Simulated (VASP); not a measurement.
# Ti5S in VASP: notebook

Runs on Ti5S. Level: PBE. Tasks: single point.

All numbers are computed with VASP 6.6.1; they aren't measurements. Logs are shortened: lines on timing, memory, paths and dates and some standing lists are left out, and cuts for length are marked.

### 1 The cell of the first run

The cell holds a slab with vacuum, 6 atoms: a = 2.938 Å, b = 2.938 Å, c = 24.712 Å, α = 90.00°, β = 90.00°, γ = 120.00°.

### 2 Single point, PBE

Input file INCAR:

```
ALGO = Normal
DIPOL = 0.5 0.5 0.393
EDIFF = 1E-6
ENCUT = 520
GGA = PE
IDIPOL = 3
ISIF = 2
ISMEAR = 0
LASPH = True
LCHARG = False
LDIPOL = True
LREAL = False
LWAVE = False
NBANDS = 42
NELM = 80
PREC = Accurate
SIGMA = 0.1
```

Input file KPOINTS:

```
k-points
0
Gamma
  9 9 1
```

Input file POSCAR:

```
Ti5S
1.0
    2.9381632086      0.0000000000      0.0000000000
   -1.4690816043      2.5445239791      0.0000000000
    0.0000000000      0.0000000000     24.7117068140
Ti S
5 1
Direct
    0.6666666667      0.3333333333      0.1618666015
    0.3333333333      0.6666666667      0.2559609806
    0.6666666667      0.3333333333      0.3506708119
    0.3333333333      0.6666666667      0.4475655916
    0.6666666667      0.3333333333      0.5346335206
    0.6666666667      0.8333333333      0.6061294543
```

Potentials or basis: VASP PAW PBE potentials, release 64 (Ti_sv, S).

Command:

```console
> cat potpaw_PBE.64/Ti_sv/POTCAR potpaw_PBE.64/S/POTCAR > POTCAR
> mpirun -np 1 vasp_std > vasp.out
```

OUTCAR:

```text
EDIFF = 1E-6
   ENCUT = 520
   GGA = PE
   ISIF = 2
   ISMEAR = 0
   LASPH = True
   LREAL = False
   NELM = 80
   PREC = Accurate

 ion  position               nearest neighbor table
   1  0.667  0.333  0.162-   2 2.88   2 2.88   2 2.88
   2  0.333  0.667  0.256-   1 2.88   1 2.88   1 2.88   3 2.89   3 2.89   3 2.89
   3  0.667  0.333  0.351-   2 2.89   2 2.89   2 2.89
   4  0.333  0.667  0.448-   5 2.74   5 2.74   5 2.74
   5  0.667  0.333  0.535-   6 2.30   6 2.30   4 2.74   4 2.74   4 2.74
   6  0.667  0.833  0.606-   5 2.30   5 2.30

  LATTYP: Found a hexagonal cell.
 ALAT       =     2.9381632086
 C/A-ratio  =     8.4105970498

  Lattice vectors:

 A1 = (   2.9381632086,   0.0000000000,   0.0000000000)
 A2 = (  -1.4690816043,   2.5445239791,   0.0000000000)
 A3 = (   0.0000000000,   0.0000000000,  24.7117068140)

Analysis of symmetry for initial positions (statically):
=====================================================================
 Subroutine PRICEL returns:
 Original cell was already a primitive cell.

 Routine SETGRP: Setting up the symmetry group for a
 hexagonal supercell.

 Subroutine GETGRP returns: Found  2 space group operations
 (whereof  2 operations were pure point group operations)
 out of a pool of 24 trial point group operations.

The static configuration has the point symmetry C_1h.

Analysis of symmetry for dynamics (positions and initial velocities):
=====================================================================
 Subroutine PRICEL returns:
 Original cell was already a primitive cell.

 Routine SETGRP: Setting up the symmetry group for a
 hexagonal supercell.

 Subroutine GETGRP returns: Found  2 space group operations
 (whereof  2 operations were pure point group operations)
 out of a pool of 24 trial point group operations.

The dynamic configuration has the point symmetry C_1h.

 Subroutine INISYM returns: Found  2 space group operations
 (whereof  2 operations are pure point group operations),
 and found     1 'primitive' translations

----------------------------------------------------------------------------------------

                                     Primitive cell

  volume of cell :     184.7503

  direct lattice vectors                    reciprocal lattice vectors
     2.938163209  0.000000000  0.000000000     0.340348690  0.196500408  0.000000000
    -1.469081604  2.544523979  0.000000000     0.000000000  0.393000816  0.000000000
     0.000000000  0.000000000 24.711706814     0.000000000  0.000000000  0.040466650

  length of vectors
     2.938163209  2.938163209 24.711706814     0.393000816  0.393000816  0.040466650

  position of ions in fractional coordinates (direct lattice)
     0.666666667  0.333333333  0.161866602
     0.333333333  0.666666667  0.255960981
     0.666666667  0.333333333  0.350670812
     0.333333333  0.666666667  0.447565592
     0.666666667  0.333333333  0.534633521
     0.666666667  0.833333333  0.606129454

  ion indices of the primitive-cell ions
   primitive index   ion index
                 1           1
                 2           2
                 3           3
                 4           4
                 5           5
                 6           6

----------------------------------------------------------------------------------------

 KPOINTS: k-points

Automatic generation of k-mesh.
 Grid dimensions read from file:
 generate k-points for:    9    9    1

 Generating k-lattice:

  Cartesian coordinates                     Fractional coordinates (reciprocal lattice)
     0.037816521  0.021833379  0.000000000     0.111111111  0.000000000  0.000000000
     0.000000000  0.043666757  0.000000000     0.000000000  0.111111111  0.000000000
     0.000000000  0.000000000  0.040466650     0.000000000  0.000000000  1.000000000

  Length of vectors
     0.043666757  0.043666757  0.040466650

  Shift w.r.t. Gamma in fractional coordinates (k-lattice)
     0.000000000  0.000000000  0.000000000

 Subroutine IBZKPT returns following result:
 ===========================================

 Found     25 irreducible k-points:

 Following reciprocal coordinates:
            Coordinates               Weight
  0.000000  0.000000  0.000000      1.000000
  0.111111 -0.000000  0.000000      2.000000
  0.000000  0.111111  0.000000      4.000000
  0.222222 -0.000000  0.000000      2.000000
  0.000000  0.222222  0.000000      4.000000
  0.333333 -0.000000  0.000000      2.000000
[... 16 lines left out ...]
 -0.222222 -0.444444  0.000000      4.000000
  0.444444  0.333333  0.000000      4.000000
   k-points           NKPTS =     25   k-points in BZ     NKDIM =     25   number of bands    NBANDS=     42
   number of dos      NEDOS =    301   number of ions     NIONS =      6
   total plane-waves  NPLWV = 110592
   dimension x,y,z NGX =    24 NGY =   24 NGZ =  192
   dimension x,y,z NGXF=    48 NGYF=   48 NGZF=  384
   ions per type =               5   1
   NGX,Y,Z   is equivalent  to a cutoff of  13.58, 13.58, 12.92 a.u.
   NGXF,Y,Z  is equivalent  to a cutoff of  27.16, 27.16, 25.83 a.u.
 SYSTEM =  unknown system
   PREC   = accura    normal or accurate (medium, high low for compatibility)
   ISTART =      0    job   : 0-new  1-cont  2-samecut
   ICHARG =      2    charge: 1-file 2-atom 10-const
   ISPIN  =      1    spin polarized calculation?
   LNONCOLLINEAR =      F non collinear calculations
   LSORBIT =      F    spin-orbit coupling
   LASPH  =      T    aspherical Exc in radial PAW
   ENCUT  =  520.0 eV  38.22 Ry    6.18 a.u.   5.46  5.46 45.95*2*pi/ulx,y,z
   NELM   =     80;   NELMIN=  2; NELMDL= -5     # of ELM steps
   EDIFF  = 0.1E-05   stopping-criterion for ELM
   LREAL  =      F    real-space projection
   EDIFFG = 0.1E-04   stopping-criterion for IOM
   NSW    =      0    number of steps for IOM
   IBRION =     -1    ionic relax: 0-MD 1-quasi-New 2-CG
   NFREE  =      0    steps in history (QN), initial steepest desc. (CG)
   ISIF   =      2    stress and relaxation
   ISYM   =      2    0-nonsym 1-usesym 2-fastsym
   POTIM  = 0.5000    time-step for ionic-motion
   TEBEG  =    0.0;   TEEND  =   0.0 temperature during run
   PSTRESS=    0.0 pullay stress
   NELECT =      66.0000    total number of electrons
   NUPDOWN=      -1.0000    fix difference up-down
   EMIN   =  10.00;   EMAX   =-10.00  energy-range for DOS
   EFERMI =   0.00;   METHOD = LEGACY
   ISMEAR =     0;   SIGMA  =   0.10  broadening in eV -4-tet -1-fermi 0-gaus
   EFERMI_NEDOS =   21; number of points for ismear=-14 and -15
   IALGO  =     38    algorithm
   IMIX   =      4    mixing-type and parameters
     AMIX     =   0.40;   BMIX     =  1.00
     AMIX_MAG =   1.60;   BMIX_MAG =  1.00
  volume/ion in A,a.u.               =      30.79       207.79
  Fermi-wavevector in a.u.,A,eV,Ry     =   1.161612  2.195128 18.358917  1.349342
  Thomas-Fermi vector in A             =   2.298182
   LORBIT       =      0    0 simple, 1 ext, 2 COOP (PROOUT), +10 PAW based schemes
   GGA     = PE    functional components
   LHFCALC =     F    Hartree Fock is set to
   AEXX    =    0.0000 exact exchange contribution
   IVDW    =     0    specifies the selected vdW correction
   LEPSILON=     F    determine dielectric tensor
   LRPA    =     F    only Hartree local field effects (RPA)
 non-spin polarized calculation
 Gauss-broadening in eV      SIGMA  =   0.10
  energy-cutoff  :      520.00
  volume of cell :      184.75
 maximum number of plane-waves:      5059
 NGX is ok and might be reduce to    24
   NGX = 11   NGY = 11   NGZ = 91

 dipolmoment           0.000000      0.000000     -0.018207 electrons x Angstroem

 number of electron      65.9999991 magnetization

 dipolmoment           0.000000      0.000000      0.036305 electrons x Angstroem

 Free energy of the ion-electron system (eV)
  ---------------------------------------------------
  ext. energy  EPLUGINS =         0.00000000
  ---------------------------------------------------
  free energy    TOTEN  =       -43.11106768 eV

  energy without entropy =      -43.07038162  energy(sigma->0) =      -43.09072465

 E-fermi :   2.3950     XC(G=0):  -6.9340

 val. band max:        2.3859397742   @ k =   0.3333  -0.0000   0.0000
 cond. band min:       2.4054357433   @ k =  -0.4444   0.3333   0.0000
 fundamental gap:      0.0194959691
 Fermi energy:         2.3950147940

 k-point     1 :       0.0000    0.0000    0.0000
  band No.  band energies     occupation
      1     -54.5667      2.00000
      2     -54.4067      2.00000
      3     -54.3432      2.00000
      4     -54.3128      2.00000
      5     -54.1966      2.00000
      6     -31.0029      2.00000
[... 34 lines left out ...]
     41       3.4264      0.00000
     42       3.5305      0.00000

 k-point     2 :       0.1111   -0.0000    0.0000
  band No.  band energies     occupation
      1     -54.5579      2.00000
      2     -54.3967      2.00000
      3     -54.3355      2.00000
      4     -54.3032      2.00000
      5     -54.1913      2.00000
      6     -30.9844      2.00000
[... 34 lines left out ...]
     41       3.4742      0.00000
     42       3.5610      0.00000

 k-point     3 :       0.0000    0.1111    0.0000
  band No.  band energies     occupation
      1     -54.5579      2.00000
      2     -54.3967      2.00000
      3     -54.3355      2.00000
      4     -54.3031      2.00000
      5     -54.1912      2.00000
      6     -30.9844      2.00000
[... 897 lines left out ...]
      4     -54.2067      2.00000
      5     -54.1578      2.00000
      6     -30.9323      2.00000
[... 34 lines left out ...]
     41       4.0391      0.00000
     42       4.6847      0.00000

 k-point    24 :       0.4444    0.3333    0.0000
  band No.  band energies     occupation
      1     -54.4859      2.00000
      2     -54.3061      2.00000
      3     -54.2866      2.00000
      4     -54.2067      2.00000
      5     -54.1582      2.00000
      6     -30.9322      2.00000
[... 34 lines left out ...]
     41       4.0458      0.00000
     42       4.7089      0.00000

 [... further k-points ...]

------------------------ aborting loop because EDIFF is reached ----------------------------------------

 vacuum level on the upper side and lower side of the slab       (xc-potential included)         0.183        -0.691

  FORCE on cell =-STRESS in cart. coord.  units (eV):
  Direction    XX          YY          ZZ          XY          YZ          ZX
  --------------------------------------------------------------------------------------
  -------------------------------------------------------------------------------------
  Total        1.5102970      3.9032285      0.2843302     -2.0723394     -0.1015446     -0.1758805
  in kB       13.0974800     33.8492734      2.4657463    -17.9715802     -0.8806068     -1.5252572
  external PRESSURE =      16.4708332 kB  Pullay stress =       0.0000000 kB

 VOLUME and BASIS-vectors are now :
 -----------------------------------------------------------------------------
  energy-cutoff  :      520.00
  volume of cell :      184.75
      direct lattice vectors                 reciprocal lattice vectors
     2.938163209  0.000000000  0.000000000     0.340348690  0.196500408  0.000000000
    -1.469081604  2.544523979  0.000000000     0.000000000  0.393000816  0.000000000
     0.000000000  0.000000000 24.711706814     0.000000000  0.000000000  0.040466650

 POSITION                                       TOTAL-FORCE (eV/Angst)
 -----------------------------------------------------------------------------------
      1.46908      0.84817      4.00000         0.002621      0.001513      0.558017
     -0.00000      1.69635      6.32523        -0.018272     -0.010550     -0.504155
      1.46908      0.84817      8.66567         0.062577      0.036129     -0.013296
     -0.00000      1.69635     11.06011         0.080169      0.046286     -0.894738
      1.46908      0.84817     13.21171        -0.228597     -0.131980      0.845595
      0.73454      2.12044     14.97849         0.101502      0.058602      0.008576
 -----------------------------------------------------------------------------------
    total drift:                               -0.000024     -0.000014      0.000173

  FREE ENERGIE OF THE ION-ELECTRON SYSTEM (eV)
  ---------------------------------------------------
  free  energy   TOTEN  =       -43.1110676837 eV

  energy  without entropy=      -43.0703816174  energy(sigma->0) =      -43.09072465

 vacuum level on the upper side and lower side of the slab         7.496         6.583
```

It took 4.1 min on 1 thread of Intel Xeon 6975P-C (Granite Rapids), shared host; peak memory 0.39 GiB.

Results:

```
Free energy            : -43.1111 eV
Largest force          : 0.900 eV/Å
Band gap on the k mesh : zero (bands 33 and 34 overlap by 0.94 eV)
```

Forces in eV/Å, atoms in the order of the input:
```
Ti   0.003  0.002  0.558
Ti  -0.018 -0.011 -0.504
Ti   0.063  0.036 -0.013
Ti   0.080  0.046 -0.895
Ti  -0.229 -0.132  0.846
S    0.102  0.059  0.009
```

Levels at points of the mesh, in eV from the Fermi level:
```csv
k point,band 30,band 31,band 32,band 33,band 34,band 35,band 36,band 37
"(0.00, 0.00, 0.00)",0.13,0.42,0.58,0.61,0.66,0.68,0.73,0.75
```

### 3 Single point, PBE

Input file INCAR:

```
SYSTEM = Ti5S
PREC     = Accurate       ! precision mode
ENCUT    = 520            ! plane-wave cutoff, eV
EDIFF    = 1E-7           ! SCF threshold, eV
ISMEAR   = 0              ! smearing method
SIGMA    = 0.1            ! smearing width, eV
LREAL    = .False.        ! projectors in reciprocal space
LASPH    = .True.         ! aspherical terms in the spheres
NELM     = 80             ! most SCF steps
ALGO     = Normal         ! electronic algorithm
ISIF     = 2              ! what is computed and relaxed
LWAVE    = .False.        ! write WAVECAR
LCHARG   = .True.         ! write CHGCAR
LDIPOL   = .True.       
IDIPOL   = 3            
DIPOL    = 0.5 0.5 0.395
GGA      = PE             ! functional
LELF     = .True.         ! ELF
LVHAR    = .True.       
LVACPOTAV= .True.       
NBANDS   = 42             ! bands
```

Input file KPOINTS:

```
regular mesh
0
Gamma
  9 9 1
  0 0 0
```

Input file POSCAR:

```
Ti5S
1.0
    2.9381632086      0.0000000000      0.0000000000
   -1.4690816043      2.5445239791      0.0000000000
    0.0000000000      0.0000000000     24.7117068140
Ti S
5 1
Direct
    0.6666666666      0.3333333333      0.1618666015
    0.3333333334      0.6666666667      0.2559609806
    0.6666666666      0.3333333333      0.3506708119
    0.3333333334      0.6666666667      0.4475655916
    0.6666666666      0.3333333333      0.5346335206
    0.8333333333      0.6666666667      0.6164511432
```

Potentials or basis: VASP PAW PBE potentials, release 64 (Ti_sv, S).

Command:

```console
> cat potpaw_PBE.64/Ti_sv/POTCAR potpaw_PBE.64/S/POTCAR > POTCAR
> mpirun -np 1 vasp_std > vasp.out
```

Run time: 4.1 min. Hardware: 1 thread of Intel Xeon 6975P-C (Granite Rapids), shared host; peak memory 0.37 GiB.

It converged, with:

| Quantity | Value |
| --- | --- |
| Free energy | -42.5702 eV |
| Largest force | 1.599 eV/Å |
| Band gap on the k mesh | zero (bands 33 and 34 overlap by 1.09 eV) |

Forces in eV/Å, atoms in the order of the input:
```
Ti   0.000  0.003  0.558
Ti   0.000 -0.003 -0.521
Ti   0.000  0.000  0.067
Ti   0.000 -0.004 -1.013
Ti   0.000 -1.320  0.902
S    0.000  1.324  0.007
```

Levels at points of the mesh, in eV from the Fermi level:
| k point | band 29 | band 30 | band 31 | band 32 | band 33 | band 34 | band 35 | band 36 | band 37 | band 38 |
| --- | --- | --- | --- | --- | --- | --- | --- | --- | --- | --- |
| (0.00, 0.00, 0.00) | 0.13 | 0.39 | 0.43 | 0.56 | 0.68 | 0.71 | 0.71 | 0.73 | 0.74 | 0.82 |

(Part 1 of 2 ends here.)

The gap in the log of VASP goes by the Fermi energy; the results here count the filled bands.